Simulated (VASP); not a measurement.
# Zn16O in VASP: single point with PBEsol

Aim: the single point of Zn16O with PBEsol.

All numbers are computed with VASP 6.6.1; they aren't measurements. Logs are shortened: lines on timing, memory, paths and dates and some standing lists are left out, and cuts for length are marked.

**1. The cell of the first run**

The cell holds a slab with vacuum, 17 atoms: a = 5.320 Å, b = 5.320 Å, c = 20.405 Å, α = 90.00°, β = 90.00°, γ = 60.00°.

**2. Single point, PBEsol**

INCAR reads:

```
SYSTEM = Zn16O
PREC     = Accurate       ! precision mode
ENCUT    = 520            ! plane-wave cutoff, eV
EDIFF    = 1E-6           ! SCF threshold, eV
ISMEAR   = 0              ! smearing method
SIGMA    = 0.05           ! smearing width, eV
LREAL    = Auto         
LASPH    = .TRUE.         ! aspherical terms in the spheres
NELM     = 80             ! most SCF steps
ALGO     = Normal         ! electronic algorithm
ISIF     = 2              ! what is computed and relaxed
LWAVE    = .FALSE.        ! write WAVECAR
LCHARG   = .FALSE.        ! write CHGCAR
GGA      = PS             ! functional
NBANDS   = 113            ! bands
```

KPOINTS reads:

```
Automatic mesh
0
G
  4 4 1
  0 0 0
```

POSCAR reads:

```
Zn16O
1.0
    5.3200000000      0.0000000000      0.0000000000
    2.6600000000      4.6072550000      0.0000000000
    0.0000000000      0.0000000000     20.4054400000
Zn O
16 1
Direct
   -0.1666667028      0.3333334057      0.0490064904
    0.3333332972      0.3333334057      0.0490064904
   -0.1666666486      0.8333332972      0.0490064904
    0.3333333514      0.8333332972      0.0490064904
   -0.0005242917      0.0010557262      0.1643186327
    0.4999388503      0.0001215474      0.1669373461
   -0.0005473748      0.4996556518      0.1643334327
    0.5009063789      0.4996515279      0.1643329916
   -0.1667283006      0.3334742705      0.2712400713
    0.3318827759      0.3362468541      0.2744828340
   -0.1640307960      0.8321386596      0.2744973399
    0.3319017462      0.8321341015      0.2744993492
    0.0125420216     -0.0250596071      0.3933224669
    0.4997902138      0.0004421288      0.3780824133
    0.0124791108      0.5128752370      0.3932325400
    0.4746689314      0.5128756711      0.3932212194
    0.8331753572      0.3336511654      0.4390095974
```

Potentials or basis: VASP PAW PBE potentials, release 64 (Zn, O).

On the command line:

```sh
$ cat potpaw_PBE.64/Zn/POTCAR potpaw_PBE.64/O/POTCAR > POTCAR
$ mpirun -np 1 vasp_std > vasp.out
```

OUTCAR:

```text
SYSTEM = Zn16O
   PREC = Accurate
   ENCUT = 520
   EDIFF = 1E-6
   ISMEAR = 0
   LREAL = Auto
   LASPH = .TRUE.
   NELM = 80
   ISIF = 2
   GGA = PS

 ion  position               nearest neighbor table
   1  0.833  0.333  0.049-   3 2.66   4 2.66   2 2.66   2 2.66   4 2.66   3 2.66   5 2.81   8 2.81
                             7 2.81
   2  0.333  0.333  0.049-   4 2.66   3 2.66   1 2.66   1 2.66   3 2.66   4 2.66   7 2.81   8 2.81
                             6 2.85
   3  0.833  0.833  0.049-   1 2.66   2 2.66   4 2.66   4 2.66   2 2.66   1 2.66   7 2.81   5 2.81
                             6 2.85
   4  0.333  0.833  0.049-   2 2.66   1 2.66   3 2.66   3 2.66   1 2.66   2 2.66   8 2.81   5 2.81
                             6 2.85
   5  0.999  0.001  0.164-   8 2.65   7 2.65   6 2.66   6 2.66   9 2.67   7 2.67   8 2.67  11 2.72
                            12 2.72   1 2.81   4 2.81   3 2.81
   6  0.500  0.000  0.167-   8 2.66   7 2.66   5 2.66   5 2.66   7 2.66   8 2.66  11 2.69  10 2.69
                            12 2.69   2 2.85   4 2.85   3 2.85
   7  0.999  0.500  0.164-   8 2.65   5 2.65   6 2.66   6 2.66   9 2.67   5 2.67   8 2.67  10 2.72
                            11 2.72   1 2.81   3 2.81   2 2.81
   8  0.501  0.500  0.164-   7 2.65   5 2.65   6 2.66   6 2.66   9 2.67   5 2.67   7 2.67  10 2.72
                            12 2.72   1 2.81   4 2.81   2 2.81
   9  0.833  0.333  0.271-  12 2.66  11 2.66  10 2.66  10 2.66  11 2.66  12 2.66   7 2.67   8 2.67
                             5 2.67  16 2.99  15 2.99  13 2.99
  10  0.332  0.336  0.274-  14 2.62  12 2.64  11 2.64   9 2.66   9 2.66  11 2.68  12 2.68   6 2.69
                             7 2.72   8 2.72  16 2.84  15 2.84
  11  0.836  0.832  0.274-  14 2.62  10 2.64  12 2.64   9 2.66   9 2.66  12 2.68  10 2.68   6 2.69
                             7 2.72   5 2.72  15 2.84  13 2.84
  12  0.332  0.832  0.274-  14 2.62  10 2.64  11 2.64   9 2.66   9 2.66  11 2.68  10 2.68   6 2.69
                             8 2.72   5 2.72  16 2.84  13 2.84
  13  0.013  0.975  0.393-  17 1.90  16 2.46  15 2.46  14 2.68  14 2.68  12 2.84  11 2.84  15 2.86
                            16 2.86   9 2.99
  14  0.500  0.000  0.378-  10 2.62  11 2.62  12 2.62  16 2.68  15 2.68  13 2.68  13 2.68  16 2.68
                            15 2.68
  15  0.012  0.513  0.393-  17 1.90  13 2.46  16 2.46  14 2.68  14 2.68  11 2.84  10 2.84  16 2.86
                            13 2.86   9 2.99
  16  0.475  0.513  0.393-  17 1.90  13 2.46  15 2.46  14 2.68  14 2.68  12 2.84  10 2.84  15 2.86
                            13 2.86   9 2.99
  17  0.833  0.334  0.439-  13 1.90  15 1.90  16 1.90

  LATTYP: Found a hexagonal cell.
 ALAT       =     5.3199998717
 C/A-ratio  =     3.8356091150

  Lattice vectors:

 A1 = (  -2.6600000000,  -4.6072550000,   0.0000000000)
 A2 = (   5.3200000000,   0.0000000000,   0.0000000000)
 A3 = (   0.0000000000,   0.0000000000,  20.4054400000)

Analysis of symmetry for initial positions (statically):
=====================================================================
 Subroutine PRICEL returns:
 Original cell was already a primitive cell.

 Routine SETGRP: Setting up the symmetry group for a
 hexagonal supercell.

 Subroutine GETGRP returns: Found  1 space group operations
 (whereof  1 operations were pure point group operations)
 out of a pool of 24 trial point group operations.

The static configuration has the point symmetry C_1 .

Analysis of symmetry for dynamics (positions and initial velocities):
=====================================================================
 Subroutine PRICEL returns:
 Original cell was already a primitive cell.

 Routine SETGRP: Setting up the symmetry group for a
 hexagonal supercell.

 Subroutine GETGRP returns: Found  1 space group operations
 (whereof  1 operations were pure point group operations)
 out of a pool of 24 trial point group operations.

The dynamic configuration has the point symmetry C_1 .

 Subroutine INISYM returns: Found  1 space group operations
 (whereof  1 operations are pure point group operations),
 and found     1 'primitive' translations

----------------------------------------------------------------------------------------

                                     Primitive cell

  volume of cell :     500.1495

  direct lattice vectors                    reciprocal lattice vectors
     5.320000000  0.000000000  0.000000000     0.187969925 -0.108524490  0.000000000
     2.660000000  4.607255000  0.000000000     0.000000000  0.217048980  0.000000000
     0.000000000  0.000000000 20.405440000     0.000000000  0.000000000  0.049006539
[... 54 lines left out ...]
     0.046992481 -0.027131123  0.000000000     0.250000000  0.000000000  0.000000000
     0.000000000  0.054262245  0.000000000     0.000000000  0.250000000  0.000000000
     0.000000000  0.000000000  0.049006539     0.000000000  0.000000000  1.000000000

  Length of vectors
     0.054262244  0.054262245  0.049006539

  Shift w.r.t. Gamma in fractional coordinates (k-lattice)
     0.000000000  0.000000000  0.000000000

 Subroutine IBZKPT returns following result:
 ===========================================

 Found     10 irreducible k-points:

 Following reciprocal coordinates:
            Coordinates               Weight
  0.000000  0.000000  0.000000      1.000000
  0.250000  0.000000  0.000000      2.000000
  0.250000  0.250000  0.000000      2.000000
  0.000000  0.250000  0.000000      2.000000
  0.500000  0.000000  0.000000      1.000000
  0.500000  0.500000  0.000000      1.000000
  0.000000  0.500000  0.000000      1.000000
  0.500000  0.250000  0.000000      2.000000
  0.250000  0.500000  0.000000      2.000000
 -0.250000  0.250000  0.000000      2.000000
   k-points           NKPTS =     10   k-points in BZ     NKDIM =     10   number of bands    NBANDS=    113
   number of dos      NEDOS =    301   number of ions     NIONS =     17
   total plane-waves  NPLWV = 256000
   dimension x,y,z NGX =    40 NGY =   40 NGZ =  160
   dimension x,y,z NGXF=    80 NGYF=   80 NGZF=  320
   ions per type =              16   1
   NGX,Y,Z   is equivalent  to a cutoff of  12.50, 12.50, 13.04 a.u.
   NGXF,Y,Z  is equivalent  to a cutoff of  25.00, 25.00, 26.07 a.u.
 SYSTEM =  Zn16O
   PREC   = accura    normal or accurate (medium, high low for compatibility)
   ISTART =      0    job   : 0-new  1-cont  2-samecut
   ICHARG =      2    charge: 1-file 2-atom 10-const
   ISPIN  =      1    spin polarized calculation?
   LNONCOLLINEAR =      F non collinear calculations
   LSORBIT =      F    spin-orbit coupling
   LASPH  =      T    aspherical Exc in radial PAW
   ENCUT  =  520.0 eV  38.22 Ry    6.18 a.u.   9.89  9.89 37.94*2*pi/ulx,y,z
   NELM   =     80;   NELMIN=  2; NELMDL= -5     # of ELM steps
   EDIFF  = 0.1E-05   stopping-criterion for ELM
   LREAL  =      T    real-space projection
   EDIFFG = 0.1E-04   stopping-criterion for IOM
   NSW    =      0    number of steps for IOM
   IBRION =     -1    ionic relax: 0-MD 1-quasi-New 2-CG
   NFREE  =      0    steps in history (QN), initial steepest desc. (CG)
   ISIF   =      2    stress and relaxation
   ISYM   =      2    0-nonsym 1-usesym 2-fastsym
   POTIM  = 0.5000    time-step for ionic-motion
   TEBEG  =    0.0;   TEEND  =   0.0 temperature during run
   PSTRESS=    0.0 pullay stress
   NELECT =     198.0000    total number of electrons
   NUPDOWN=      -1.0000    fix difference up-down
   EMIN   =  10.00;   EMAX   =-10.00  energy-range for DOS
   EFERMI =   0.00;   METHOD = LEGACY
   ISMEAR =     0;   SIGMA  =   0.05  broadening in eV -4-tet -1-fermi 0-gaus
   EFERMI_NEDOS =   21; number of points for ismear=-14 and -15
   IALGO  =     38    algorithm
   IMIX   =      4    mixing-type and parameters
     AMIX     =   0.40;   BMIX     =  1.00
     AMIX_MAG =   1.60;   BMIX_MAG =  1.00
  volume/ion in A,a.u.               =      29.42       198.54
  Fermi-wavevector in a.u.,A,eV,Ry     =   1.202071  2.271584 19.660058  1.444974
  Thomas-Fermi vector in A             =   2.337862
   LORBIT       =      0    0 simple, 1 ext, 2 COOP (PROOUT), +10 PAW based schemes
   GGA     = PS    functional components
   LHFCALC =     F    Hartree Fock is set to
   AEXX    =    0.0000 exact exchange contribution
   IVDW    =     0    specifies the selected vdW correction
   LEPSILON=     F    determine dielectric tensor
   LRPA    =     F    only Hartree local field effects (RPA)
 non-spin polarized calculation
 Gauss-broadening in eV      SIGMA  =   0.05
  energy-cutoff  :      520.00
  volume of cell :      500.15
 maximum number of plane-waves:     13544
   NGX = 19   NGY = 19   NGZ = 75

 number of electron     197.9999982 magnetization

 Free energy of the ion-electron system (eV)
  ---------------------------------------------------
  ext. energy  EPLUGINS =         0.00000000
  ---------------------------------------------------
  free energy    TOTEN  =       -30.69584605 eV

  energy without entropy =      -30.68244486  energy(sigma->0) =      -30.68914545

 E-fermi :  -1.1088     XC(G=0):  -6.3851

 val. band max:       -1.1635382138   @ k =   0.2500   0.2500   0.0000
 cond. band min:      -1.0993861304   @ k =   0.2500   0.5000   0.0000
 fundamental gap:      0.0641520834
 Fermi energy:        -1.1088393811

 k-point     1 :       0.0000    0.0000    0.0000
  band No.  band energies     occupation
      1     -19.4725      2.00000
      2     -11.4041      2.00000
      3     -10.2335      2.00000
      4      -9.5396      2.00000
      5      -9.4165      2.00000
      6      -9.3777      2.00000
[... 1129 lines left out ...]
    110       3.6007      0.00000
    111       3.6803      0.00000
 [bands above 111 left out]

------------------------ aborting loop because EDIFF is reached ----------------------------------------

  FORCE on cell =-STRESS in cart. coord.  units (eV):
  Direction    XX          YY          ZZ          XY          YZ          ZX
  --------------------------------------------------------------------------------------
  -------------------------------------------------------------------------------------
  Total       -1.4863552     -1.4790923      0.2696515      0.0005303     -0.0072057     -0.0002884
  in kB       -4.7613854     -4.7381196      0.8638007      0.0016987     -0.0230827     -0.0009239
  external PRESSURE =      -2.8785681 kB  Pullay stress =       0.0000000 kB

 VOLUME and BASIS-vectors are now :
 -----------------------------------------------------------------------------
  energy-cutoff  :      520.00
  volume of cell :      500.15
      direct lattice vectors                 reciprocal lattice vectors
     5.320000000  0.000000000  0.000000000     0.187969925 -0.108524490  0.000000000
     2.660000000  4.607255000  0.000000000     0.000000000  0.217048980  0.000000000
     0.000000000  0.000000000 20.405440000     0.000000000  0.000000000  0.049006539

 POSITION                                       TOTAL-FORCE (eV/Angst)
 -----------------------------------------------------------------------------------
      5.32000      1.53575      1.00000         0.000013      0.000571      0.054965
      2.66000      1.53575      1.00000         0.000036     -0.008270     -0.028679
      6.65000      3.83938      1.00000        -0.007611      0.004411     -0.028681
      3.99000      3.83938      1.00000         0.007641      0.004387     -0.028702
      5.32002      0.00486      3.35299         0.000003     -0.000836      0.006216
      2.66000      0.00056      3.40643         0.000071     -0.000004     -0.007739
[... 9 lines left out ...]
      3.88949      2.36295      8.02385        -0.061976      0.037038     -0.045474
      5.32001      1.53722      8.95818        -0.000022     -0.000042      0.150964
 -----------------------------------------------------------------------------------
    total drift:                               -0.000094      0.000272     -0.013012

  FREE ENERGIE OF THE ION-ELECTRON SYSTEM (eV)
  ---------------------------------------------------
  free  energy   TOTEN  =       -30.6958460454 eV

  energy  without entropy=      -30.6824448613  energy(sigma->0) =      -30.68914545
```

Wall time 42 min (1 thread of Intel Xeon Platinum 8259CL at 2.50GHz (Skylake/Cascade Lake), shared host); peak memory 0.74 GiB.

Results:

```
Free energy            : -30.6958 eV
Largest force          : 0.151 eV/Å
Band gap on the k mesh : zero (bands 99 and 100 overlap by 1.74 eV)
```

Forces in eV/Å, atoms in the order of the input:
```
Zn   0.000  0.001  0.055
Zn   0.000 -0.008 -0.029
Zn  -0.008  0.004 -0.029
Zn   0.008  0.004 -0.029
Zn   0.000 -0.001  0.006
Zn   0.000  0.000 -0.008
Zn   0.001  0.000  0.005
Zn  -0.001  0.000  0.005
Zn   0.000  0.000  0.002
Zn   0.000  0.015 -0.002
Zn   0.013 -0.007 -0.002
Zn  -0.013 -0.007 -0.002
Zn   0.000 -0.072 -0.046
Zn   0.000 -0.004  0.013
Zn   0.062  0.037 -0.046
Zn  -0.062  0.037 -0.045
O    0.000  0.000  0.151
```

Levels at points of the mesh, in eV from the Fermi level:
| k point | band 94 | band 95 | band 96 | band 97 | band 98 | band 99 | band 100 | band 101 | band 102 | band 103 |
| --- | --- | --- | --- | --- | --- | --- | --- | --- | --- | --- |
| (0.00, 0.00, 0.00) | -1.99 | -1.66 | -1.45 | -1.45 | -1.43 | -1.30 | -1.30 | 0.42 | 0.82 | 0.92 |
| (0.50, 0.00, 0.00) | -2.41 | -1.96 | -1.63 | -0.70 | -0.17 | 0.44 | 0.63 | 1.41 | 2.32 | 3.29 |
| (0.50, 0.50, 0.00) | -2.41 | -1.96 | -1.63 | -0.70 | -0.17 | 0.44 | 0.63 | 1.41 | 2.32 | 3.29 |
| (0.00, 0.50, 0.00) | -2.41 | -1.96 | -1.63 | -0.70 | -0.17 | 0.44 | 0.63 | 1.41 | 2.32 | 3.29 |

Caveat: there is no dipole correction, which matters where the two faces differ; the PAW data sets were made with another functional, which shifts forces and pressure a little.

The gap in the log of VASP goes by the Fermi energy; the results here count the filled bands.